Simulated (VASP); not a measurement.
# PtSe2 (Sudovikovite) (P-3m1) in VASP: further runs

The runs below take PtSe2 (Sudovikovite) through relaxation of cell and atoms, single point, with BLYP+D4, PBE, LDA, r2SCAN.

Program: VASP 6.6.1. These are calculated values, not measurements. Logs are shortened: lines on timing, memory, paths and dates and some standing lists are left out, and cuts for length are marked.

### Step 1. The cell of the first run

The structure is trigonal, space group P-3m1 (No. 164). Conventional cell: a = 3.724 Å, b = 3.724 Å, c = 5.062 Å, α = 90.00°, β = 90.00°, γ = 120.00°. Pt (site symmetry -3m) has 6 Se at 2.49 Å within 3.3 Å. Se (site symmetry 3m) has 3 Pt at 2.49 Å within 3.3 Å.

### Step 2. Relaxation of cell and atoms, BLYP+D4

The input, INCAR:

```
AGGAC = 1.0
AGGAX = 1.0
ALDAC = 0.0
ALDAX = 1.0
ALGO = Normal
EDIFF = 1E-6
EDIFFG = -0.01
ENCUT = 600
GGA = B5
IBRION = 2
ISIF = 3
ISMEAR = -1
IVDW = 13
LASPH = T
LCHARG = F
LREAL = F
LWAVE = F
NELM = 80
NSW = 60
PREC = Accurate
SIGMA = 0.05
VDW_A1 = 0.44488865
VDW_A2 = 4.0933009
VDW_S6 = 1.0
VDW_S8 = 2.34076671
```

The input, KPOINTS:

```
k-points
0
Gamma
  8 8 5
```

The input, POSCAR:

```
PtSe2
1.0
    3.7240000000      0.0000000000      0.0000000000
   -1.8620000000      3.2250786037      0.0000000000
    0.0000000000      0.0000000000      5.0620000000
Pt Se
1 2
Direct
    0.0000000000      0.0000000000      0.0000000000
    0.6666666667      0.3333333333      0.7500000000
    0.3333333333      0.6666666667      0.2500000000
```

Potentials or basis: VASP PAW PBE potentials, release 64 (Pt, Se).

The run is started by

```console
$ cat potpaw_PBE.64/Pt/POTCAR potpaw_PBE.64/Se/POTCAR > POTCAR
$ mpirun -np 1 vasp_std > vasp.out
```

OUTCAR:

```text
EDIFF = 1E-6
   EDIFFG = -0.01
   ENCUT = 600
   GGA = B5
   IBRION = 2
   ISIF = 3
   ISMEAR = -1
   IVDW = 13
   LASPH = T
   LREAL = F
   NELM = 80
   NSW = 60
   PREC = Accurate

 ion  position               nearest neighbor table
   1  0.000  0.000  0.000-   2 2.49   3 2.49   2 2.49   3 2.49   2 2.49   3 2.49
   2  0.667  0.333  0.750-   1 2.49   1 2.49   1 2.49
   3  0.333  0.667  0.250-   1 2.49   1 2.49   1 2.49

  LATTYP: Found a hexagonal cell.
 ALAT       =     3.7240000000
 C/A-ratio  =     1.3592910849

  Lattice vectors:

 A1 = (   3.7240000000,   0.0000000000,   0.0000000000)
 A2 = (  -1.8620000000,   3.2250786037,   0.0000000000)
 A3 = (   0.0000000000,   0.0000000000,   5.0620000000)

Analysis of symmetry for initial positions (statically):
=====================================================================
 Subroutine PRICEL returns:
 Original cell was already a primitive cell.

 Routine SETGRP: Setting up the symmetry group for a
 hexagonal supercell.

 Subroutine GETGRP returns: Found 12 space group operations
 (whereof 12 operations were pure point group operations)
 out of a pool of 24 trial point group operations.

The static configuration has the point symmetry D_3d.

Analysis of symmetry for dynamics (positions and initial velocities):
=====================================================================
 Subroutine PRICEL returns:
 Original cell was already a primitive cell.

 Routine SETGRP: Setting up the symmetry group for a
 hexagonal supercell.

 Subroutine GETGRP returns: Found 12 space group operations
 (whereof 12 operations were pure point group operations)
 out of a pool of 24 trial point group operations.

The dynamic configuration has the point symmetry D_3d.

 Subroutine INISYM returns: Found 12 space group operations
 (whereof 12 operations are pure point group operations),
 and found     1 'primitive' translations

----------------------------------------------------------------------------------------

                                     Primitive cell

  volume of cell :      60.7956

  direct lattice vectors                    reciprocal lattice vectors
     3.724000000  0.000000000  0.000000000     0.268528464  0.155034981  0.000000000
    -1.862000000  3.225078604  0.000000000     0.000000000  0.310069962  0.000000000
     0.000000000  0.000000000  5.062000000     0.000000000  0.000000000  0.197550375

  length of vectors
     3.724000000  3.724000000  5.062000000     0.310069962  0.310069962  0.197550375

  position of ions in fractional coordinates (direct lattice)
     0.000000000  0.000000000  0.000000000
     0.666666667  0.333333333  0.750000000
     0.333333333  0.666666667  0.250000000

  ion indices of the primitive-cell ions
   primitive index   ion index
                 1           1
                 2           2
                 3           3

----------------------------------------------------------------------------------------

 KPOINTS: k-points

Automatic generation of k-mesh.
 Grid dimensions read from file:
 generate k-points for:    8    8    5

 Generating k-lattice:

  Cartesian coordinates                     Fractional coordinates (reciprocal lattice)
     0.033566058  0.019379373  0.000000000     0.125000000  0.000000000  0.000000000
     0.000000000  0.038758745  0.000000000     0.000000000  0.125000000  0.000000000
     0.000000000  0.000000000  0.039510075     0.000000000  0.000000000  0.200000000

  Length of vectors
     0.038758745  0.038758745  0.039510075

  Shift w.r.t. Gamma in fractional coordinates (k-lattice)
     0.000000000  0.000000000  0.000000000

 Subroutine IBZKPT returns following result:
 ===========================================

 Found     40 irreducible k-points:

 Following reciprocal coordinates:
            Coordinates               Weight
  0.000000  0.000000  0.000000      1.000000
  0.125000 -0.000000  0.000000      6.000000
  0.250000 -0.000000  0.000000      6.000000
  0.375000  0.000000  0.000000      6.000000
  0.500000 -0.000000  0.000000      3.000000
  0.125000  0.125000  0.000000      6.000000
[... 16 lines left out ...]
 -0.125000  0.500000  0.200000     12.000000
  0.250000  0.250000  0.200000     12.000000
 [... further k-points ...]
   k-points           NKPTS =     40   k-points in BZ     NKDIM =     40   number of bands    NBANDS=     15
   number of dos      NEDOS =    301   number of ions     NIONS =      3
   total plane-waves  NPLWV =  36000
   dimension x,y,z NGX =    30 NGY =   30 NGZ =   40
   dimension x,y,z NGXF=    60 NGYF=   60 NGZF=   80
   ions per type =               1   2
   NGX,Y,Z   is equivalent  to a cutoff of  13.39, 13.39, 13.14 a.u.
   NGXF,Y,Z  is equivalent  to a cutoff of  26.79, 26.79, 26.27 a.u.
 SYSTEM =  unknown system
   PREC   = accura    normal or accurate (medium, high low for compatibility)
   ISTART =      0    job   : 0-new  1-cont  2-samecut
   ICHARG =      2    charge: 1-file 2-atom 10-const
   ISPIN  =      1    spin polarized calculation?
   LNONCOLLINEAR =      F non collinear calculations
   LSORBIT =      F    spin-orbit coupling
   LASPH  =      T    aspherical Exc in radial PAW
   ENCUT  =  600.0 eV  44.10 Ry    6.64 a.u.   7.44  7.44 10.11*2*pi/ulx,y,z
   NELM   =     80;   NELMIN=  2; NELMDL= -5     # of ELM steps
   EDIFF  = 0.1E-05   stopping-criterion for ELM
   LREAL  =      F    real-space projection
   EDIFFG = -.1E-01   stopping-criterion for IOM
   NSW    =     60    number of steps for IOM
   IBRION =      2    ionic relax: 0-MD 1-quasi-New 2-CG
   NFREE  =      1    steps in history (QN), initial steepest desc. (CG)
   ISIF   =      3    stress and relaxation
   ISYM   =      2    0-nonsym 1-usesym 2-fastsym
   POTIM  = 0.5000    time-step for ionic-motion
   TEBEG  =    0.0;   TEEND  =   0.0 temperature during run
   PSTRESS=    0.0 pullay stress
   NELECT =      22.0000    total number of electrons
   NUPDOWN=      -1.0000    fix difference up-down
   EMIN   =  10.00;   EMAX   =-10.00  energy-range for DOS
   EFERMI =   0.00;   METHOD = LEGACY
   ISMEAR =    -1;   SIGMA  =   0.05  broadening in eV -4-tet -1-fermi 0-gaus
   EFERMI_NEDOS =   21; number of points for ismear=-14 and -15
   IALGO  =     38    algorithm
   IMIX   =      4    mixing-type and parameters
     AMIX     =   0.40;   BMIX     =  1.00
     AMIX_MAG =   1.60;   BMIX_MAG =  1.00
  volume/ion in A,a.u.               =      20.27       136.76
  Fermi-wavevector in a.u.,A,eV,Ry     =   1.166608  2.204570 18.517184  1.360975
  Thomas-Fermi vector in A             =   2.303119
   LORBIT       =      0    0 simple, 1 ext, 2 COOP (PROOUT), +10 PAW based schemes
   GGA     = B5    functional components
   LHFCALC =     F    Hartree Fock is set to
   AEXX    =    0.0000 exact exchange contribution
   IVDW    =    13    specifies the selected vdW correction
   LEPSILON=     F    determine dielectric tensor
   LRPA    =     F    only Hartree local field effects (RPA)
 conjugate gradient relaxation of ions
 non-spin polarized calculation
  energy-cutoff  :      600.00
  volume of cell :       60.80
 maximum number of plane-waves:      2057
 NGX is ok and might be reduce to    30
   NGX = 15   NGY = 15   NGZ = 21

--------------------------------------- Ionic step        1  -------------------------------------------

 number of electron      21.9999999 magnetization

 Free energy of the ion-electron system (eV)
  ---------------------------------------------------
  ext. energy  EPLUGINS =         0.00000000
  ---------------------------------------------------
  free energy    TOTEN  =       -11.79290176 eV

  energy without entropy =      -11.78816984  energy(sigma->0) =      -11.79053580

------------------------ aborting loop because EDIFF is reached ----------------------------------------

  DFT-D4 for vdW energy calculation

  Edisp (eV):   -2.89393

  FORCE on cell =-STRESS in cart. coord.  units (eV):
  Direction    XX          YY          ZZ          XY          YZ          ZX
  --------------------------------------------------------------------------------------
  -------------------------------------------------------------------------------------
  Total       3.37356     3.37356     2.20781     0.00000     0.00000     0.00000
  in kB      88.90526    88.90526    58.18365     0.00000     0.00000     0.00000
  external pressure =       78.66 kB  Pullay stress =        0.00 kB
[... 970 lines left out ...]
      1      -7.1426      2.00000
      2      -6.6069      2.00000
      3       0.3876      2.00000
      4       0.8878      2.00000
      5       1.3516      2.00000
      6       2.0735      2.00000
      7       2.3412      2.00000
      8       3.6060      2.00000
      9       3.6968      2.00000
     10       4.4423      2.00000
     11       5.3028      2.00000
     12       7.0045      0.00354
     13       8.0373      0.00000
     14      11.4591      0.00000
     15      14.0638      0.00000

 [... further k-points ...]

[... ionic steps 4 to 14 ...]

--------------------------------------- Ionic step       15  -------------------------------------------

 number of electron      21.9999999 magnetization

------------------------ aborting loop because EDIFF is reached ----------------------------------------

  DFT-D4 for vdW energy calculation

  Edisp (eV):   -2.89242
[... 71 lines left out ...]
  energy  without entropy=      -14.8203296376  energy(sigma->0) =      -14.82227069

--------------------------------------- Ionic step       17  -------------------------------------------

 number of electron      21.9999999 magnetization

 Free energy of the ion-electron system (eV)
  ---------------------------------------------------
  ext. energy  EPLUGINS =         0.00000000
  ---------------------------------------------------
  free energy    TOTEN  =       -11.93711391 eV

  energy without entropy =      -11.93322219  energy(sigma->0) =      -11.93516805

 E-fermi :   6.7614     XC(G=0): -10.0385

 val. band max:        6.6927476515   @ k =   0.3750   0.2500   0.0000
 cond. band min:       6.8663998013   @ k =  -0.1250   0.3750   0.2000
 fundamental gap:      0.1736521498
 Fermi energy:         6.7614108644

 k-point     1 :       0.0000    0.0000    0.0000
  band No.  band energies     occupation
      1      -8.6193      2.00000
      2      -5.8073      2.00000
      3      -0.0405      2.00000
      4       0.8541      2.00000
      5       0.8541      2.00000
      6       3.1557      2.00000
      7       3.1557      2.00000
      8       4.3282      2.00000
      9       5.7916      2.00000
     10       5.7916      2.00000
     11       7.4253      0.00000
     12       7.7118      0.00000
[... 451 lines left out ...]
  FREE ENERGIE OF THE ION-ELECTRON SYSTEM (eV)
  ---------------------------------------------------
  free  energy   TOTEN  =       -14.8242184175 eV

  energy  without entropy=      -14.8203267006  energy(sigma->0) =      -14.82227256

 reached required accuracy - stopping structural energy minimisation
```

Wall time 5.7 min (1 thread of Intel Xeon 6975P-C (Granite Rapids), shared host); peak memory 0.23 GiB.

What came out:

```yaml
Free_energy: -14.8242 eV
Relaxed_volume: 20.42 Å³/atom
Relaxed_cell: a = 3.804 Å, b = 3.804 Å, c = 4.890 Å, α = 90.00°, β = 90.00°, γ = 120.00°
Space_group_after_relaxing_to_0.05_Å: P-3m1 (No. 164)
Energy_gained_by_relaxing: 45.8 meV/atom
Ionic_steps: 17
Pressure_after_relaxing: 0.0 GPa
Band_gap_on_the_k_mesh: zero (band 11 reaches 7.43 eV, above the bottom of band 12 at 6.69 eV)
Dispersion_energy_per_atom: -0.962 eV
```

Forces in eV/Å, atoms in the order of the input:
```
Pt   0.000  0.000  0.000
Se   0.000  0.000 -0.002
Se   0.000  0.000  0.002
```

The path:
| step | energy change (eV) | largest force (eV/Å) | pressure (GPa) | volume (Å³) |
| --- | --- | --- | --- | --- |
| 1 | 0.0000 | 1.1772 | 7.87 | 60.80 |
| 2 | 0.1199 | 0.7563 | -9.66 | 69.97 |
| 3 | -0.1059 | 0.2542 | -0.81 | 64.25 |
| 4 | -0.1059 | 0.2752 | -0.61 | 64.16 |
| 5 | -0.1143 | 0.2189 | -0.49 | 63.67 |
| 6 | -0.1289 | 0.0344 | 0.03 | 62.21 |
| 7 | -0.1298 | 0.0395 | 0.26 | 61.70 |
| 8 | -0.1351 | 0.1311 | -0.54 | 61.56 |
| 9 | -0.1351 | 0.1421 | -0.63 | 61.55 |
| 10 | -0.1340 | 0.0775 | 1.30 | 60.39 |
| 11 | -0.1369 | 0.0464 | 0.20 | 61.04 |
| 12 | -0.1373 | 0.0284 | -0.09 | 61.22 |
| 13 | -0.1373 | 0.0305 | -0.06 | 61.20 |
| 14 | -0.1373 | 0.0094 | 0.17 | 61.15 |
| 15 | -0.1373 | 0.0033 | 0.08 | 61.17 |
| 16 | -0.1374 | 0.0013 | 0.00 | 61.25 |
| 17 | -0.1374 | 0.0024 | -0.01 | 61.27 |

Final structure:
```cif
data_structure
_symmetry_space_group_name_H-M 'P 1'
_symmetry_Int_Tables_number 1
_cell_length_a 3.8039
_cell_length_b 3.8039
_cell_length_c 4.8897
_cell_angle_alpha 90.000
_cell_angle_beta 90.000
_cell_angle_gamma 120.000
_cell_volume 61.27
loop_
_atom_site_label
_atom_site_type_symbol
_atom_site_fract_x
_atom_site_fract_y
_atom_site_fract_z
_atom_site_occupancy
Pt1 Pt 0.00000 0.00000 0.00000 1
Se1 Se 0.66667 0.33333 0.73170 1
Se2 Se 0.33333 0.66667 0.26830 1
```

Caveat: the PAW data sets were made with another functional, which shifts forces and pressure a little; spin-orbit coupling is left out, which moves the levels of the heavy elements; pairwise dispersion overbinds metals, which lowers pressure and volume. Zero-point motion and thermal expansion aren't in these numbers.

(Continued in part 2 of 3.)
